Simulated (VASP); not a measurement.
# Bi2Te3 (R-3m) in VASP: notebook

Bi2Te3 is run at these levels: PBEsol+D4, BLYP; tasks: single point.

All numbers are computed with VASP 6.6.1; they aren't measurements. Logs are shortened: lines on timing, memory, paths and dates and some standing lists are left out, and cuts for length are marked.

**Experimental background.**

“Vacancy and Antisite-Induced Ferromagnetism in Liquid-Phase Exfoliated Bi2Te3”, 2024, arxiv:2412.10539 quotes, for a bulk crystal of Bi2Te3: band gap 0.17 eV.

The runs below are set against these values where they give the same quantity.

## (1) The cell of the first run

The structure is trigonal, space group R-3m (No. 166). The conventional cell has a = 4.342 Å, b = 4.342 Å, c = 29.845 Å, α = 90.00°, β = 90.00°, γ = 120.00°. Bi (site symmetry 3m) has 6 Te at 3.05 to 3.21 Å within 4.0 Å. Within 4.0 Å of Te (site symmetry 3m) lie 3 Bi at 3.05 Å and 3 Te at 3.53 Å. Te (site symmetry -3m) has 6 Bi at 3.21 Å and 12 Te at 4.34 to 4.50 Å within 4.5 Å.

## (2) Single point, PBEsol+D4

INCAR

```
SYSTEM = Bi2Te3
PREC = Accurate
ENCUT = 520
EDIFF = 1E-7
ISMEAR = -1
SIGMA = 0.05
LREAL = .FALSE.
LASPH = .TRUE.
NELM = 60
ALGO = Normal
ISIF = 2
LWAVE = .FALSE.
LCHARG = .TRUE.
GGA = PS
IVDW = 13
LELF = .TRUE.
LVHAR = .TRUE.
NBANDS = 32
```

KPOINTS

```
regular mesh
0
G
  7 7 7
  0 0 0
```

POSCAR

```
Bi2Te3
1.0
    2.1710354479      1.2534479003      9.9484231126
   -2.1710354479      1.2534479003      9.9484231126
    0.0000000000     -2.5068958006      9.9484231126
Bi Te
2 3
Direct
    0.5995322508      0.5995322508      0.5995322508
    0.4004677492      0.4004677492      0.4004677492
    0.7917921960      0.7917921960      0.7917921960
    0.2082078040      0.2082078040      0.2082078040
    0.0000000000      0.0000000000      0.0000000000
```

Potentials or basis: VASP PAW PBE potentials, release 64 (Bi_d, Te).

Run with:

```bash
cat potpaw_PBE.64/Bi_d/POTCAR potpaw_PBE.64/Te/POTCAR > POTCAR
mpirun -np 1 vasp_std > vasp.out
```

OUTCAR:

```text
SYSTEM = Bi2Te3
   PREC = Accurate
   ENCUT = 520
   EDIFF = 1E-7
   ISMEAR = -1
   LREAL = .FALSE.
   LASPH = .TRUE.
   NELM = 60
   ISIF = 2
   GGA = PS
   IVDW = 13

 ion  position               nearest neighbor table
   1  0.600  0.600  0.600-   4 3.05   4 3.05   4 3.05   5 3.21   5 3.21   5 3.21
   2  0.400  0.400  0.400-   3 3.05   3 3.05   3 3.05   5 3.21   5 3.21   5 3.21
   3  0.792  0.792  0.792-   2 3.05   2 3.05   2 3.05   4 3.53   4 3.53   4 3.53
   4  0.208  0.208  0.208-   1 3.05   1 3.05   1 3.05   3 3.53   3 3.53   3 3.53
   5  0.000  0.000  0.000-   1 3.21   1 3.21   2 3.21   2 3.21   1 3.21   2 3.21

  LATTYP: Found a trigonal (rhomboedric) cell.
 ALAT       =    10.2594175752
 COS(alpha) =     0.9104391078

  Lattice vectors:

 A1 = (   2.1710354479,   1.2534479003,   9.9484231126)
 A2 = (  -2.1710354479,   1.2534479003,   9.9484231126)
 A3 = (   0.0000000000,  -2.5068958006,   9.9484231126)

Analysis of symmetry for initial positions (statically):
=====================================================================
 Subroutine PRICEL returns:
 Original cell was already a primitive cell.

 Routine SETGRP: Setting up the symmetry group for a
 trigonal (rhombohedral) supercell.

 Subroutine GETGRP returns: Found 12 space group operations
 (whereof 12 operations were pure point group operations)
 out of a pool of 12 trial point group operations.

The static configuration has the point symmetry D_3d.

Analysis of symmetry for dynamics (positions and initial velocities):
=====================================================================
 Subroutine PRICEL returns:
 Original cell was already a primitive cell.

 Routine SETGRP: Setting up the symmetry group for a
 trigonal (rhombohedral) supercell.

 Subroutine GETGRP returns: Found 12 space group operations
 (whereof 12 operations were pure point group operations)
 out of a pool of 12 trial point group operations.

The dynamic configuration has the point symmetry D_3d.

 Subroutine INISYM returns: Found 12 space group operations
 (whereof 12 operations are pure point group operations),
 and found     1 'primitive' translations

----------------------------------------------------------------------------------------

                                     Primitive cell

  volume of cell :     162.4347

  direct lattice vectors                    reciprocal lattice vectors
     2.171035448  1.253447900  9.948423113     0.230304853  0.132966569  0.033506148
    -2.171035448  1.253447900  9.948423113    -0.230304853  0.132966569  0.033506148
     0.000000000 -2.506895801  9.948423113     0.000000000 -0.265933138  0.033506148

  length of vectors
    10.259417575 10.259417575 10.259417575     0.268035624  0.268035624  0.268035624

  position of ions in fractional coordinates (direct lattice)
     0.599532251  0.599532251  0.599532251
     0.400467749  0.400467749  0.400467749
     0.791792196  0.791792196  0.791792196
     0.208207804  0.208207804  0.208207804
     0.000000000  0.000000000  0.000000000

  ion indices of the primitive-cell ions
   primitive index   ion index
                 1           1
                 2           2
                 3           3
                 4           4
                 5           5

----------------------------------------------------------------------------------------

 KPOINTS: regular mesh

Automatic generation of k-mesh.
 Grid dimensions read from file:
 generate k-points for:    7    7    7

 Generating k-lattice:

  Cartesian coordinates                     Fractional coordinates (reciprocal lattice)
     0.032900693  0.018995224  0.004786593     0.142857143  0.000000000  0.000000000
    -0.032900693  0.018995224  0.004786593     0.000000000  0.142857143  0.000000000
     0.000000000 -0.037990448  0.004786593     0.000000000  0.000000000  0.142857143

  Length of vectors
     0.038290803  0.038290803  0.038290803

  Shift w.r.t. Gamma in fractional coordinates (k-lattice)
     0.000000000  0.000000000  0.000000000

 Subroutine IBZKPT returns following result:
 ===========================================

 Found     44 irreducible k-points:

 Following reciprocal coordinates:
            Coordinates               Weight
  0.000000  0.000000  0.000000      1.000000
  0.142857  0.000000 -0.000000      6.000000
  0.285714  0.000000 -0.000000      6.000000
  0.428571  0.000000  0.000000      6.000000
  0.142857  0.142857 -0.000000      6.000000
  0.285714  0.142857  0.000000     12.000000
[... 16 lines left out ...]
  0.285714  0.285714  0.142857      6.000000
  0.428571  0.285714  0.142857     12.000000
 [... further k-points ...]
   k-points           NKPTS =     44   k-points in BZ     NKDIM =     44   number of bands    NBANDS=     32
   number of dos      NEDOS =    301   number of ions     NIONS =      5
   total plane-waves  NPLWV = 512000
   dimension x,y,z NGX =    80 NGY =   80 NGZ =   80
   dimension x,y,z NGXF=   160 NGYF=  160 NGZF=  160
   ions per type =               2   3
   NGX,Y,Z   is equivalent  to a cutoff of  12.96, 12.96, 12.96 a.u.
   NGXF,Y,Z  is equivalent  to a cutoff of  25.93, 25.93, 25.93 a.u.
 SYSTEM =  Bi2Te3
   PREC   = accura    normal or accurate (medium, high low for compatibility)
   ISTART =      0    job   : 0-new  1-cont  2-samecut
   ICHARG =      2    charge: 1-file 2-atom 10-const
   ISPIN  =      1    spin polarized calculation?
   LNONCOLLINEAR =      F non collinear calculations
   LSORBIT =      F    spin-orbit coupling
   LASPH  =      T    aspherical Exc in radial PAW
   ENCUT  =  520.0 eV  38.22 Ry    6.18 a.u.  19.08 19.08 19.08*2*pi/ulx,y,z
   NELM   =     60;   NELMIN=  2; NELMDL= -5     # of ELM steps
   EDIFF  = 0.1E-06   stopping-criterion for ELM
   LREAL  =      F    real-space projection
   EDIFFG = 0.1E-05   stopping-criterion for IOM
   NSW    =      0    number of steps for IOM
   IBRION =     -1    ionic relax: 0-MD 1-quasi-New 2-CG
   NFREE  =      0    steps in history (QN), initial steepest desc. (CG)
   ISIF   =      2    stress and relaxation
   ISYM   =      2    0-nonsym 1-usesym 2-fastsym
   POTIM  = 0.5000    time-step for ionic-motion
   TEBEG  =    0.0;   TEEND  =   0.0 temperature during run
   PSTRESS=    0.0 pullay stress
   NELECT =      48.0000    total number of electrons
   NUPDOWN=      -1.0000    fix difference up-down
   EMIN   =  10.00;   EMAX   =-10.00  energy-range for DOS
   EFERMI =   0.00;   METHOD = LEGACY
   ISMEAR =    -1;   SIGMA  =   0.05  broadening in eV -4-tet -1-fermi 0-gaus
   EFERMI_NEDOS =   21; number of points for ismear=-14 and -15
   IALGO  =     38    algorithm
   IMIX   =      4    mixing-type and parameters
     AMIX     =   0.40;   BMIX     =  1.00
     AMIX_MAG =   1.60;   BMIX_MAG =  1.00
  volume/ion in A,a.u.               =      32.49       219.23
  Fermi-wavevector in a.u.,A,eV,Ry     =   1.090425  2.060604 16.177681  1.189026
  Thomas-Fermi vector in A             =   2.226649
   LORBIT       =      0    0 simple, 1 ext, 2 COOP (PROOUT), +10 PAW based schemes
   GGA     = PS    functional components
   LHFCALC =     F    Hartree Fock is set to
   AEXX    =    0.0000 exact exchange contribution
   IVDW    =    13    specifies the selected vdW correction
   LEPSILON=     F    determine dielectric tensor
   LRPA    =     F    only Hartree local field effects (RPA)
 non-spin polarized calculation
  energy-cutoff  :      520.00
  volume of cell :      162.43
 maximum number of plane-waves:      4392
 NGX is ok and might be reduce to    80
   NGX = 39   NGY = 39   NGZ = 39

 number of electron      48.0000000 magnetization

 Free energy of the ion-electron system (eV)
  ---------------------------------------------------
  ext. energy  EPLUGINS =         0.00000000
  ---------------------------------------------------
  free energy    TOTEN  =       -20.27503818 eV

  energy without entropy =      -20.27471654  energy(sigma->0) =      -20.27487736

 E-fermi :   6.7303     XC(G=0):  -9.6839

 val. band max:        6.6410641965   @ k =   0.0000   0.0000   0.0000
 cond. band min:       6.8151981523   @ k =   0.0000   0.0000   0.0000
 fundamental gap:      0.1741339558
 Fermi energy:         6.7303199220

 k-point     1 :       0.0000    0.0000    0.0000
  band No.  band energies     occupation
      1     -16.5458      2.00000
      2     -16.5458      2.00000
      3     -16.5439      2.00000
      4     -16.5439      2.00000
      5     -16.5337      2.00000
      6     -16.5320      2.00000
[... 24 lines left out ...]
     31      11.2772      0.00000
     32      11.7082      0.00000

 k-point     2 :       0.1429    0.0000   -0.0000
  band No.  band energies     occupation
      1     -16.5480      2.00000
      2     -16.5458      2.00000
      3     -16.5438      2.00000
      4     -16.5420      2.00000
      5     -16.5324      2.00000
      6     -16.5310      2.00000
[... 24 lines left out ...]
     31      10.6715      0.00000
     32      11.3629      0.00000

 k-point     3 :       0.2857    0.0000   -0.0000
  band No.  band energies     occupation
      1     -16.5535      2.00000
      2     -16.5505      2.00000
      3     -16.5410      2.00000
      4     -16.5387      2.00000
      5     -16.5341      2.00000
      6     -16.5314      2.00000
[... 24 lines left out ...]
     31      10.8211      0.00000
     32      11.9350      0.00000

 k-point     4 :       0.4286    0.0000    0.0000
  band No.  band energies     occupation
      1     -16.5582      2.00000
      2     -16.5546      2.00000
      3     -16.5404      2.00000
      4     -16.5372      2.00000
      5     -16.5359      2.00000
      6     -16.5332      2.00000
[... 24 lines left out ...]
     31      10.5135      0.00000
     32      11.3363      0.00000

 k-point     5 :       0.1429    0.1429   -0.0000
  band No.  band energies     occupation
      1     -16.5480      2.00000
      2     -16.5458      2.00000
      3     -16.5438      2.00000
      4     -16.5420      2.00000
      5     -16.5324      2.00000
      6     -16.5309      2.00000
[... 584 lines left out ...]
     31      10.3083      0.00000
     32      11.4706      0.00000

 k-point    22 :      -0.1429    0.1429    0.1429
  band No.  band energies     occupation
      1     -16.5535      2.00000
      2     -16.5505      2.00000
      3     -16.5410      2.00000
      4     -16.5387      2.00000
      5     -16.5341      2.00000
      6     -16.5314      2.00000
[... 24 lines left out ...]
     31      10.4615      0.00000
     32      12.1444      0.00000

 k-point    23 :       0.2857    0.2857    0.1429
  band No.  band energies     occupation
      1     -16.5480      2.00000
      2     -16.5458      2.00000
      3     -16.5438      2.00000
      4     -16.5420      2.00000
      5     -16.5324      2.00000
      6     -16.5309      2.00000
[... 24 lines left out ...]
     31      11.0254      0.00000
     32      11.3156      0.00000

 k-point    24 :       0.4286    0.2857    0.1429
  band No.  band energies     occupation
      1     -16.5506      2.00000
      2     -16.5487      2.00000
      3     -16.5413      2.00000
      4     -16.5412      2.00000
      5     -16.5317      2.00000
      6     -16.5313      2.00000
[... 24 lines left out ...]
     31      10.8324      0.00000
     32      10.8763      0.00000

 [... further k-points ...]

------------------------ aborting loop because EDIFF is reached ----------------------------------------

  DFT-D4 for vdW energy calculation

  Edisp (eV):   -1.46973

  FORCE on cell =-STRESS in cart. coord.  units (eV):
  Direction    XX          YY          ZZ          XY          YZ          ZX
  --------------------------------------------------------------------------------------
  -------------------------------------------------------------------------------------
  Total       0.02789     0.02789     0.02585     0.00000     0.00000     0.00000
  in kB       0.27512     0.27512     0.25494     0.00000     0.00000     0.00000
  external pressure =        0.27 kB  Pullay stress =        0.00 kB

 VOLUME and BASIS-vectors are now :
 -----------------------------------------------------------------------------
  energy-cutoff  :      520.00
  volume of cell :      162.43
      direct lattice vectors                 reciprocal lattice vectors
     2.171035448  1.253447900  9.948423113     0.230304853  0.132966569  0.033506148
    -2.171035448  1.253447900  9.948423113    -0.230304853  0.132966569  0.033506148
     0.000000000 -2.506895801  9.948423113     0.000000000 -0.265933138  0.033506148

 POSITION                                       TOTAL-FORCE (eV/Angst)
 -----------------------------------------------------------------------------------
      0.00000      0.00000     17.89320         0.000000      0.000000      0.007118
      0.00000      0.00000     11.95207         0.000000     -0.000000     -0.007118
      0.00000      0.00000     23.63125         0.000000      0.000000      0.016175
      0.00000      0.00000      6.21402         0.000000     -0.000000     -0.016175
      0.00000      0.00000      0.00000         0.000000     -0.000000      0.000000
 -----------------------------------------------------------------------------------
    total drift:                                0.000000      0.000000     -0.000000

  FREE ENERGIE OF THE ION-ELECTRON SYSTEM (eV)
  ---------------------------------------------------
  free  energy   TOTEN  =       -21.7447714635 eV

  energy  without entropy=      -21.7444498280  energy(sigma->0) =      -21.74461065
```

Wall time 14 min (1 thread of Intel Xeon 6975P-C (Granite Rapids), shared host); peak memory 0.99 GiB.

Results:

| Item | Value |
| --- | --- |
| Free energy | -21.7448 eV |
| Pressure | 0.0 GPa |
| Largest force | 0.016 eV/Å |
| Band gap on the k mesh | 0.17 eV |
| Dispersion energy per atom | -0.294 eV |

Forces in eV/Å, atoms in the order of the input:
```
Bi   0.000  0.000  0.007
Bi   0.000  0.000 -0.007
Te   0.000  0.000  0.016
Te   0.000  0.000 -0.016
Te   0.000  0.000  0.000
```

Caveat: the PAW data sets were made with another functional, which shifts forces and pressure a little; spin-orbit coupling is left out, which moves the levels of the heavy elements.

## (3) Single point, BLYP

This run uses another cell than the first one, of 31.84 Å³/atom.

INCAR

```
PREC = Accurate ; ENCUT = 520
EDIFF = 1E-6 ; ISMEAR = -1
SIGMA = 0.05 ; LREAL = False
LASPH = True ; NELM = 100
ALGO = Normal ; ISIF = 2
LWAVE = False ; LCHARG = False
GGA = B5 ; ALDAX = 1.0
AGGAX = 1.0 ; AGGAC = 1.0
ALDAC = 0.0 ; NBANDS = 32
```

KPOINTS

```
regular mesh
0
Gamma
  7 7 7
```

POSCAR

```
Bi2Te3
1.0
    2.1482323364      1.2402825177      9.9581458525
   -2.1482323364      1.2402825177      9.9581458525
    0.0000000000     -2.4805650355      9.9581458525
Bi Te
2 3
Direct
    0.6000000000      0.6000000000      0.6000000000
    0.4000000000      0.4000000000      0.4000000000
    0.7905000000      0.7905000000      0.7905000000
    0.2095000000      0.2095000000      0.2095000000
    0.0000000000      0.0000000000      0.0000000000
```

Potentials or basis: VASP PAW PBE potentials, release 64 (Bi_d, Te).

Run with:

```bash
cat potpaw_PBE.64/Bi_d/POTCAR potpaw_PBE.64/Te/POTCAR > POTCAR
mpirun -np 1 vasp_std > vasp.out
```

Run time: 15 min. Hardware: 1 thread of Intel Xeon Platinum 8488C (Sapphire Rapids), shared host; peak memory 0.98 GiB.

Results (log left out):

| Quantity | Value |
| --- | --- |
| Free energy | -14.5016 eV |
| Pressure | 10.1 GPa |
| Largest force | 0.492 eV/Å |
| Band gap on the k mesh | 0.28 eV |

Forces in eV/Å, atoms in the order of the input:
```
Bi   0.000  0.000  0.125
Bi   0.000  0.000 -0.125
Te   0.000  0.000  0.492
Te   0.000  0.000 -0.492
Te   0.000  0.000  0.000
```

Stress tensor (GPa, compression positive):
```
10.12  0.00  0.00
 0.00 10.12  0.00
 0.00  0.00 10.01
```

Levels at points of the mesh, in eV from the valence-band top:
| k point | band 22 | band 23 | band 24 | band 25 | band 26 | band 27 |
| --- | --- | --- | --- | --- | --- | --- |
| (0.00, 0.00, 0.00) | -1.06 | -1.06 | 0.00 | 0.28 | 0.49 | 0.49 |

Caveat: the cell stands under pressure; the PAW data sets were made with another functional, which shifts forces and pressure a little; spin-orbit coupling is left out, which moves the levels of the heavy elements. A k mesh can miss the band edges.

## (4) Single point, BLYP

INCAR

```
PREC = Accurate ; ENCUT = 520
EDIFF = 1E-6 ; ISMEAR = -1
SIGMA = 0.05 ; LREAL = False
LASPH = True ; NELM = 100
ALGO = Normal ; ISIF = 2
LWAVE = False ; LCHARG = True
GGA = B5 ; ALDAX = 1.0
AGGAX = 1.0 ; AGGAC = 1.0
ALDAC = 0.0 ; LELF = True
LVHAR = True ; NBANDS = 32
```

KPOINTS is that of step 3.

Changes to POSCAR since step 3:

```diff
@@ -2,5 +2,5 @@
 1.0
-    2.1482323364      1.2402825177      9.9581458525
-   -2.1482323364      1.2402825177      9.9581458525
-    0.0000000000     -2.4805650355      9.9581458525
+    2.1633612316      1.2490171894     10.0282759508
+   -2.1633612316      1.2490171894     10.0282759508
+    0.0000000000     -2.4980343789     10.0282759508
 Bi Te
```

Run with:

```bash
cat potpaw_PBE.64/Bi_d/POTCAR potpaw_PBE.64/Te/POTCAR > POTCAR
mpirun -np 1 vasp_std > vasp.out
```

Wall time 13 min (1 thread of Intel Xeon Platinum 8488C (Sapphire Rapids), shared host); peak memory 0.98 GiB.

It converged, with:

* Free energy: -14.6981 eV
* Pressure: 8.4 GPa
* Largest force: 0.342 eV/Å
* Band gap on the k mesh: 0.29 eV

Forces in eV/Å, atoms in the order of the input:
```
Bi   0.000  0.000  0.066
Bi   0.000  0.000 -0.066
Te   0.000  0.000  0.342
Te   0.000  0.000 -0.342
Te   0.000  0.000  0.000
```

Stress tensor (GPa, compression positive):
```
8.52 0.00 0.00
0.00 8.52 0.00
0.00 0.00 8.32
```

Levels at points of the mesh, in eV from the valence-band top:
```
           k point  band 21  band 22  band 23  band 24  band 25  band 26  band 27  band 28
(0.00, 0.00, 0.00)    -1.89    -1.00    -1.00     0.00     0.29     0.53     0.53     1.93
```

Caveat: the cell stands under pressure; the PAW data sets were made with another functional, which shifts forces and pressure a little; spin-orbit coupling is left out, which moves the levels of the heavy elements. A k mesh can miss the band edges.

## (5) Single point, BLYP

This run uses another cell than the first one, of 33.19 Å³/atom.

INCAR

```
SYSTEM = Bi2Te3
PREC = Accurate
ENCUT = 520
EDIFF = 1E-6
ISMEAR = -1
SIGMA = 0.05
LREAL = .FALSE.
LASPH = .TRUE.
NELM = 80
ALGO = Normal
ISIF = 2
LWAVE = .FALSE.
LCHARG = .FALSE.
GGA = B5
ALDAX = 1.0
AGGAX = 1.0
AGGAC = 1.0
ALDAC = 0.0
NBANDS = 32
```

KPOINTS

```
Automatic mesh
0
G
  7 7 7
  0 0 0
```

Changes to POSCAR since step 4:

```diff
@@ -2,5 +2,5 @@
 1.0
-    2.1633612316      1.2490171894     10.0282759508
-   -2.1633612316      1.2490171894     10.0282759508
-    0.0000000000     -2.4980343789     10.0282759508
+    2.1782814357      1.2576313732     10.0974386602
+   -2.1782814357      1.2576313732     10.0974386602
+    0.0000000000     -2.5152627466     10.0974386602
 Bi Te
```

Run with:

```bash
cat potpaw_PBE.64/Bi_d/POTCAR potpaw_PBE.64/Te/POTCAR > POTCAR
mpirun -np 1 vasp_std > vasp.out
```

It took 16 min on 1 thread of Intel Xeon Platinum 8488C (Sapphire Rapids), shared host; peak memory 0.99 GiB.

The run converged. Its results:

```
Free energy            : -14.8617 eV
Pressure               : 7.0 GPa
Largest force          : 0.201 eV/Å
Band gap on the k mesh : 0.30 eV
```

Forces on the atoms (eV/Å):
```
Bi   0.000  0.000  0.012
Bi   0.000  0.000 -0.012
Te   0.000  0.000  0.201
Te   0.000  0.000 -0.201
Te   0.000  0.000  0.000
```

Stress tensor (GPa, compression positive):
```
7.07 0.00 0.00
0.00 7.07 0.00
0.00 0.00 6.79
```

Levels at points of the mesh, in eV from the valence-band top:
```tsv
k point	band 21	band 22	band 23	band 24	band 25	band 26	band 27	band 28
(0.00, 0.00, 0.00)	-1.82	-0.95	-0.95	0.00	0.30	0.56	0.56	1.94
```

Caveat: the cell stands under pressure; the PAW data sets were made with another functional, which shifts forces and pressure a little; spin-orbit coupling is left out, which moves the levels of the heavy elements.

(Part 1 of 2 ends here.)
